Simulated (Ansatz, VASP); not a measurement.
FeO in VASP and in Ansatz

File INCAR:

```
PREC = Accurate
ENCUT = 520
EDIFF = 1E-7
ISMEAR = 0
SIGMA = 0.05
LREAL = False
LASPH = True
NELM = 120
ALGO = Normal
ISIF = 2
LWAVE = False
LCHARG = False
LMAXMIX = 4
LDAU = True
LDAUTYPE = 2
LDAUL = 2 -1
LDAUU = 5 0
LDAUJ = 0 0
LDAUPRINT = 1
GGA = PE
NBANDS = 14
```

File KPOINTS:

```
Automatic mesh
0
Gamma
  8 8 8
```

File POSCAR:

```
FeO
1.0
    0.0000000000      2.1554001600      2.1554001600
    2.1554001600      0.0000000000      2.1554001600
    2.1554001600      2.1554001600      0.0000000000
Fe O
1 1
Direct
    0.0000000000      0.0000000000      0.0000000000
    0.5000000000      0.5000000000      0.5000000000
```

File input.yaml:

```yaml
crystal:
  lattice:
    - [0.0, 2.15540016, 2.15540016]
    - [2.15540016, 0.0, 2.15540016]
    - [2.15540016, 2.15540016, 0.0]
  atoms:
    - { symbol: Fe, position: [0.0, 0.0, 0.0] }
    - { symbol: O, position: [0.5, 0.5, 0.5] }
hamiltonian:
  xc: pbe
  pseudopotentials: { kind: paw }
  hubbard: { sites: [{ species: Fe, l: d, u_eff: 5.0 }] }
kpoints:
  mp_grid: { grid: [8, 8, 8] }
scf:
  occupations: { method: gaussian, width: 0.05 }
output:
  forces: true
  stress: true
  eigenvalues: true
  write_density: true
  write_potential: true
  elf: true
  volumetric_format: npy
```

Alike in both runs: task single point; functional PBE; k mesh 8 × 8 × 8; occupations gaussian, width 0.05 eV; no spin polarisation; Hubbard terms Fe d U = 5 eV.

```csv
,VASP,Ansatz
version,VASP 6.6.1,Ansatz 0.2.0
potentials or method,"VASP PAW PBE potentials, release 64 (Fe, O)",Ansatz PAW
plane-wave cutoff (eV),520,420
valence electrons in the cell,14,22
```

```tsv
	VASP	Ansatz	Ansatz less VASP
gap on the k mesh at the Fermi level (eV)	2.90	2.99	+0.091
least direct gap on the mesh (eV)	3.27	3.38	+0.103
pressure (GPa)	-16.8	-17.2	-0.45
```

The programs project onto different local orbitals, so the same U acts differently, and such runs can settle in different states. VASP's potentials hold 14 valence electrons a cell and Ansatz's 22, so a difference there can come from the potentials and not from the codes.
